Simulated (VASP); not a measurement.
# PtW2 (Fd-3m) in VASP: further runs

The runs below take PtW2 through single point, relaxation of cell and atoms, with PBE.

All numbers are computed with VASP 6.6.1; they aren't measurements. Logs are shortened: lines on timing, memory, paths and dates and some standing lists are left out, and cuts for length are marked.

**1. The cell of the first run**

Symmetry: Fd-3m, No. 227, cubic system. The conventional cell has a = 7.380 Å, b = 7.380 Å, c = 7.380 Å, α = 90.00°, β = 90.00°, γ = 90.00°. Pt (site symmetry -43m) has 12 W at 3.06 Å and 4 Pt at 3.20 Å within 4.0 Å. W (site symmetry -3m) has 6 W at 2.61 Å and 6 Pt at 3.06 Å within 3.4 Å.

**2. Single point, PBE**

INCAR reads:

```
ALGO = Fast ; EDIFF = 1E-6
ENCUT = 520 ; GGA = PE
ISIF = 2 ; ISMEAR = 0
LASPH = True ; LCHARG = False
LREAL = False ; LWAVE = False
NBANDS = 47 ; NELM = 100
PREC = Accurate ; SIGMA = 0.1
```

KPOINTS reads:

```
k-points
0
Gamma
  4 4 4
```

POSCAR reads:

```
PtW2
1.0
    0.0000000000      3.6902465267      3.6902465267
    3.6902465267      0.0000000000      3.6902465267
    3.6902465267      3.6902465267      0.0000000000
Pt W
2 4
Direct
    0.0000000000      0.0000000000      0.0000000000
    0.2500000000      0.2500000000      0.2500000000
    0.6250000000      0.6250000000      0.6250000000
    0.1250000000      0.6250000000      0.6250000000
    0.6250000000      0.6250000000      0.1250000000
    0.6250000000      0.1250000000      0.6250000000
```

Potentials or basis: VASP PAW PBE potentials, release 64 (Pt, W_sv).

Launch:

```bash
$ cat potpaw_PBE.64/Pt/POTCAR potpaw_PBE.64/W_sv/POTCAR > POTCAR
$ mpirun -np 1 vasp_std > vasp.out
```

OUTCAR:

```text
EDIFF = 1E-6
   ENCUT = 520
   GGA = PE
   ISIF = 2
   ISMEAR = 0
   LASPH = True
   LREAL = False
   NELM = 100
   PREC = Accurate

 ion  position               nearest neighbor table
   1  0.000  0.000  0.000-   5 3.06   5 3.06   6 3.06   3 3.06   4 3.06   5 3.06   3 3.06   4 3.06
                             3 3.06   6 3.06   6 3.06   4 3.06   2 3.20   2 3.20   2 3.20   2 3.20
   2  0.250  0.250  0.250-   5 3.06   4 3.06   6 3.06   3 3.06   3 3.06   4 3.06   5 3.06   3 3.06
                             5 3.06   6 3.06   4 3.06   6 3.06   1 3.20   1 3.20   1 3.20   1 3.20
   3  0.625  0.625  0.625-   4 2.61   5 2.61   6 2.61   5 2.61   6 2.61   4 2.61   1 3.06   2 3.06
                             1 3.06   2 3.06   1 3.06   2 3.06
   4  0.125  0.625  0.625-   3 2.61   5 2.61   6 2.61   3 2.61   5 2.61   6 2.61   2 3.06   2 3.06
                             1 3.06   1 3.06   2 3.06   1 3.06
   5  0.625  0.625  0.125-   3 2.61   3 2.61   4 2.61   6 2.61   6 2.61   4 2.61   1 3.06   2 3.06
                             1 3.06   2 3.06   1 3.06   2 3.06
   6  0.625  0.125  0.625-   3 2.61   5 2.61   3 2.61   4 2.61   5 2.61   4 2.61   2 3.06   1 3.06
                             1 3.06   2 3.06   2 3.06   1 3.06

  LATTYP: Found a face centered cubic cell.
 ALAT       =     7.3804930534

  Lattice vectors:

 A1 = (   0.0000000000,   3.6902465267,   3.6902465267)
 A2 = (   3.6902465267,   0.0000000000,   3.6902465267)
 A3 = (   3.6902465267,   3.6902465267,   0.0000000000)

Analysis of symmetry for initial positions (statically):
=====================================================================
 Subroutine PRICEL returns:
 Original cell was already a primitive cell.

 Routine SETGRP: Setting up the symmetry group for a
 face centered cubic supercell.

 Subroutine GETGRP returns: Found 48 space group operations
 (whereof 24 operations were pure point group operations)
 out of a pool of 48 trial point group operations.

The static configuration has the point symmetry T_d .
 The point group associated with its full space group is O_h .

Analysis of symmetry for dynamics (positions and initial velocities):
=====================================================================
 Subroutine PRICEL returns:
 Original cell was already a primitive cell.

 Routine SETGRP: Setting up the symmetry group for a
 face centered cubic supercell.

 Subroutine GETGRP returns: Found 48 space group operations
 (whereof 24 operations were pure point group operations)
 out of a pool of 48 trial point group operations.

The dynamic configuration has the point symmetry T_d .
 The point group associated with its full space group is O_h .

[... 95 lines left out ...]
   ISIF   =      2    stress and relaxation
   ISYM   =      2    0-nonsym 1-usesym 2-fastsym
   POTIM  = 0.5000    time-step for ionic-motion
   TEBEG  =    0.0;   TEEND  =   0.0 temperature during run
   PSTRESS=    0.0 pullay stress
   NELECT =      76.0000    total number of electrons
   NUPDOWN=      -1.0000    fix difference up-down
   EMIN   =  10.00;   EMAX   =-10.00  energy-range for DOS
   EFERMI =   0.00;   METHOD = LEGACY
   ISMEAR =     0;   SIGMA  =   0.10  broadening in eV -4-tet -1-fermi 0-gaus
   EFERMI_NEDOS =   21; number of points for ismear=-14 and -15
   IALGO  =     68    algorithm
   IMIX   =      4    mixing-type and parameters
     AMIX     =   0.40;   BMIX     =  1.00
     AMIX_MAG =   1.60;   BMIX_MAG =  1.00
  volume/ion in A,a.u.               =      16.75       113.04
  Fermi-wavevector in a.u.,A,eV,Ry     =   1.491468  2.818466 30.265850  2.224477
  Thomas-Fermi vector in A             =   2.604119
   LORBIT       =      0    0 simple, 1 ext, 2 COOP (PROOUT), +10 PAW based schemes
   GGA     = PE    functional components
   LHFCALC =     F    Hartree Fock is set to
   AEXX    =    0.0000 exact exchange contribution
   IVDW    =     0    specifies the selected vdW correction
   LEPSILON=     F    determine dielectric tensor
   LRPA    =     F    only Hartree local field effects (RPA)
 non-spin polarized calculation
 RMM-DIIS sequential band-by-band and
 Gauss-broadening in eV      SIGMA  =   0.10
  energy-cutoff  :      520.00
  volume of cell :      100.51
 maximum number of plane-waves:      2733
 NGX is ok and might be reduce to    40
   NGX = 19   NGY = 19   NGZ = 19

 number of electron      76.0000008 magnetization

 Free energy of the ion-electron system (eV)
  ---------------------------------------------------
  ext. energy  EPLUGINS =         0.00000000
  ---------------------------------------------------
  free energy    TOTEN  =       -61.65766653 eV

  energy without entropy =      -61.62553465  energy(sigma->0) =      -61.64160059

 E-fermi :  10.3830     XC(G=0): -13.1011

 val. band max:       10.3449421307   @ k =   0.5000   0.5000   0.0000
 cond. band min:      10.4438046543   @ k =   0.5000   0.2500   0.0000
 fundamental gap:      0.0988625236
 Fermi energy:        10.3829892144

 k-point     1 :       0.0000    0.0000    0.0000
  band No.  band energies     occupation
      1     -63.7417      2.00000
      2     -63.5271      2.00000
      3     -63.5271      2.00000
      4     -63.5271      2.00000
      5     -29.2117      2.00000
      6     -28.4225      2.00000
[... 389 lines left out ...]
     46      12.9440      0.00000
     47      13.8064      0.00000

------------------------ aborting loop because EDIFF is reached ----------------------------------------

  FORCE on cell =-STRESS in cart. coord.  units (eV):
  Direction    XX          YY          ZZ          XY          YZ          ZX
  --------------------------------------------------------------------------------------
  -------------------------------------------------------------------------------------
  Total        0.2850744      0.2850744      0.2850744     -0.0000000      0.0000000      0.0000000
  in kB        4.5443587      4.5443587      4.5443587     -0.0000000      0.0000000      0.0000000
  external PRESSURE =       4.5443587 kB  Pullay stress =       0.0000000 kB

 VOLUME and BASIS-vectors are now :
 -----------------------------------------------------------------------------
  energy-cutoff  :      520.00
  volume of cell :      100.51
      direct lattice vectors                 reciprocal lattice vectors
     0.000000000  3.690246527  3.690246527    -0.135492303  0.135492303  0.135492303
     3.690246527  0.000000000  3.690246527     0.135492303 -0.135492303  0.135492303
     3.690246527  3.690246527  0.000000000     0.135492303  0.135492303 -0.135492303

 POSITION                                       TOTAL-FORCE (eV/Angst)
 -----------------------------------------------------------------------------------
      0.00000      0.00000      0.00000         0.000000      0.000000      0.000000
      1.84512      1.84512      1.84512        -0.000000     -0.000000     -0.000000
      4.61281      4.61281      4.61281         0.000000     -0.000000     -0.000000
      4.61281      2.76768      2.76768         0.000000     -0.000000     -0.000000
      2.76768      2.76768      4.61281         0.000000     -0.000000     -0.000000
      2.76768      4.61281      2.76768         0.000000     -0.000000     -0.000000
 -----------------------------------------------------------------------------------
    total drift:                                0.000000      0.000000      0.000000

  FREE ENERGIE OF THE ION-ELECTRON SYSTEM (eV)
  ---------------------------------------------------
  free  energy   TOTEN  =       -61.6576665323 eV

  energy  without entropy=      -61.6255346541  energy(sigma->0) =      -61.64160059
```

OSZICAR:

```text
N       E                     dE             d eps       ncg     rms          rms(c)
DAV:   1     0.947260049358E+03    0.94726E+03   -0.42972E+04   760   0.181E+03
DAV:   2    -0.454690738742E+01   -0.95181E+03   -0.92455E+03   766   0.558E+02
DAV:   3    -0.637120085894E+02   -0.59165E+02   -0.56236E+02   908   0.130E+02
DAV:   4    -0.655065066821E+02   -0.17945E+01   -0.17666E+01   904   0.210E+01
DAV:   5    -0.655445690149E+02   -0.38062E-01   -0.37942E-01   880   0.322E+00    0.432E+01
RMM:   6    -0.636152098848E+02    0.19294E+01   -0.15006E+01   820   0.149E+01    0.221E+01
RMM:   7    -0.620450050977E+02    0.15702E+01   -0.48867E+00   777   0.960E+00    0.102E+01
RMM:   8    -0.616515266866E+02    0.39348E+00   -0.12387E+00   855   0.558E+00    0.116E+00
RMM:   9    -0.616571288104E+02   -0.56021E-02   -0.21266E-01  1009   0.175E+00    0.832E-01
RMM:  10    -0.616570431914E+02    0.85619E-04   -0.37448E-02   920   0.100E+00    0.499E-01
RMM:  11    -0.616575537718E+02   -0.51058E-03   -0.12011E-02  1003   0.532E-01    0.975E-02
RMM:  12    -0.616576982586E+02   -0.14449E-03   -0.24714E-03  1080   0.241E-01    0.925E-02
RMM:  13    -0.616576760805E+02    0.22178E-04   -0.25690E-04  1038   0.792E-02    0.602E-02
RMM:  14    -0.616576652851E+02    0.10795E-04   -0.96958E-05   907   0.592E-02    0.897E-03
RMM:  15    -0.616576657856E+02   -0.50049E-06   -0.27127E-05  1013   0.265E-02    0.690E-03
RMM:  16    -0.616576665323E+02   -0.74668E-06   -0.41953E-06   736   0.110E-02
   1 F= -.61657667E+02 E0= -.61641601E+02  d E =-.321319E-01
```

Run time: 29 s. Hardware: 1 thread of Intel Xeon 6975P-C (Granite Rapids), shared host; peak memory 0.24 GiB.

Results:

```
Free energy            : -61.6577 eV
Pressure               : 0.5 GPa
Band gap on the k mesh : zero (bands 38 and 39 overlap by 2.51 eV)
```

Caveat: the k points lie up to 0.37 Å⁻¹ apart, too coarse for converged energies and pressures of a metal; spin-orbit coupling is left out, which moves the levels of the heavy elements.

**3. Relaxation of cell and atoms, PBE**

This run uses another cell than the first one, of 15.88 Å³/atom.

INCAR reads:

```
PREC = Accurate
ENCUT = 600
EDIFF = 1E-6
ISMEAR = 0
SIGMA = 0.1
LREAL = F
LASPH = T
NELM = 60
ALGO = Normal
ISIF = 3
LWAVE = F
LCHARG = F
GGA = PE
IBRION = 2
NSW = 90
EDIFFG = -0.04
```

KPOINTS reads:

```
Automatic mesh
0
Gamma
  4 4 4
```

POSCAR, as its differences from that of step 2:

```diff
@@ -2,5 +2,5 @@
 1.0
-    0.0000000000      3.6902465267      3.6902465267
-    3.6902465267      0.0000000000      3.6902465267
-    3.6902465267      3.6902465267      0.0000000000
+    0.0000000000      3.6253761436      3.6253761436
+    3.6253761436      0.0000000000      3.6253761436
+    3.6253761436      3.6253761436      0.0000000000
 Pt W
```

Potentials or basis: VASP PAW PBE potentials, release 64 (Pt, W_sv).

Launch:

```bash
$ cat potpaw_PBE.64/Pt/POTCAR potpaw_PBE.64/W_sv/POTCAR > POTCAR
$ mpirun -np 1 vasp_std > vasp.out
```

Wall time 1.8 min (1 thread of Intel Xeon 6975P-C (Granite Rapids), shared host); peak memory 0.27 GiB.

It converged, with:

| Property | Result |
| --- | --- |
| Free energy | -61.6568 eV |
| Relaxed volume | 16.79 Å³/atom |
| Relaxed cell | a = 5.223 Å, b = 5.223 Å, c = 5.223 Å, α = 60.00°, β = 60.00°, γ = 60.00° |
| Space group after relaxing (to 0.1 Å) | Fd-3m (No. 227) |
| Energy gained by relaxing | 41.4 meV/atom |
| Ionic steps | 4 |
| Pressure after relaxing | -0.1 GPa |
| Band gap on the k mesh | zero (bands 38 and 39 overlap by 2.51 eV) |

The path:
| step | energy change (eV) | largest force (eV/Å) | pressure (GPa) | volume (Å³) |
| --- | --- | --- | --- | --- |
| 1 | 0.0000 | 0.0000 | 15.48 | 95.30 |
| 2 | 1.4678 | 0.0000 | -27.22 | 118.07 |
| 3 | -0.2473 | 0.0000 | -0.86 | 101.07 |
| 4 | -0.2482 | 0.0000 | -0.09 | 100.74 |

Final structure:
```xyz
6
Lattice="0.0000 3.6931 3.6931 3.6931 0.0000 3.6931 3.6931 3.6931 0.0000" Properties=species:S:1:pos:R:3 pbc="T T T"
Pt    0.0000    0.0000    0.0000
Pt    1.8465    1.8465    1.8465
W     4.6164    4.6164    4.6164
W     4.6164    2.7698    2.7698
W     2.7698    2.7698    4.6164
W     2.7698    4.6164    2.7698
```

Levels at points of the mesh, in eV from the Fermi level:
```csv
k point,band 34,band 35,band 36,band 37,band 38,band 39,band 40,band 41
"(0.00, 0.00, 0.00)",-2.13,-1.99,-1.99,0.83,2.25,2.25,2.25,2.77
"(0.50, 0.00, 0.00)",-2.04,-1.41,-0.46,-0.46,-0.26,-0.26,-0.23,1.35
"(0.50, 0.50, 0.00)",-1.97,-1.07,-1.07,-0.43,-0.43,-0.04,-0.04,0.62
```

Caveat: the k points lie up to 0.37 Å⁻¹ apart in the final cell, too coarse for converged energies and pressures of a metal; spin-orbit coupling is left out, which moves the levels of the heavy elements.
